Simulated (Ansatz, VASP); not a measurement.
**Ga2Te2S: VASP beside Ansatz**

```
CELL_PARAMETERS angstrom
-2.86150 2.86150 3.74937
2.86150 -2.86150 3.74937
2.86150 2.86150 -3.74937
ATOMIC_POSITIONS crystal
Ga 0.67721 0.67721 0.00000
Ga 0.32279 0.32279 0.00000
Te 0.75000 0.25000 0.50000
Te 0.25000 0.75000 0.50000
S 0.00000 0.00000 0.00000
```

Change from the starting cell: species swapped into the PrSi2Ag2 type (I4/mmm, No. 139).

Alike in both runs: functional PBE; k mesh 6 × 6 × 6; occupations gaussian, width 0.1 eV; no spin polarisation.

Ansatz relaxed the structure, and its values are those at the end. VASP's run is a single point on that final structure, the one shown.

```csv
,VASP,Ansatz
version,VASP 6.6.1,Ansatz 0.2.0
potentials or method,"VASP PAW PBE potentials, release 64 (Ga_d, Te, S), cutoff 520 eV","scalar-relativistic, plane waves, PAW"
valence electrons in the cell,44,64
```

|  | VASP | Ansatz | Ansatz less VASP |
| --- | --- | --- | --- |
| gap on the k mesh at the Fermi level (eV) | none | none | - |
| pressure (GPa) | -0.2 | -0.2 | 0.00 |
| rms of the force components (eV/Å) | 0.012 | 0.012 | -0.0002 |

A gap of «none» marks a metal or a gap that the smearing closes. VASP's potentials hold 44 valence electrons a cell and Ansatz's 64, so a difference there can come from the potentials and not from the codes.

Spin-orbit coupling is off throughout.
